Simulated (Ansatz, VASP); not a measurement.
## SrRh3 in VASP and in Ansatz

```xyz
4
Lattice="0.0000 3.2961 3.2961 3.2961 0.0000 3.2961 3.2961 3.2961 0.0000" Properties=species:S:1:pos:R:3 pbc="T T T"
Sr    3.2961    3.2961    3.2961
Rh    0.0000    0.0000    0.0000
Rh    1.6481    1.6481    1.6481
Rh    4.9442    4.9442    4.9442
```

Change from the starting cell: species swapped into the Mg3Cd type (Fm-3m, No. 225).

Alike in both runs: functional PBE; k mesh 4 × 4 × 4; occupations gaussian, width 0.1 eV; no spin polarisation.

Ansatz relaxed the structure, and its values are those at the end. VASP's run is a single point on that final structure, the one shown.

```csv
,VASP,Ansatz
version,VASP 6.6.1,Ansatz 0.2.0
potentials or method,"VASP PAW PBE potentials, release 64 (Sr_sv, Rh_pv), cutoff 500 eV","scalar-relativistic, plane waves, PAW"
valence electrons in the cell,55,61
```

|  | VASP | Ansatz | Ansatz less VASP |
| --- | --- | --- | --- |
| gap on the k mesh at the Fermi level (eV) | none | none | - |
| pressure (GPa) | 0.6 | 0.0 | -0.57 |

A gap of «none» marks a metal or a gap that the smearing closes. VASP's potentials hold 55 valence electrons a cell and Ansatz's 61, so a difference there can come from the potentials and not from the codes.

The k mesh is coarse, so the values compare programs but aren't converged.
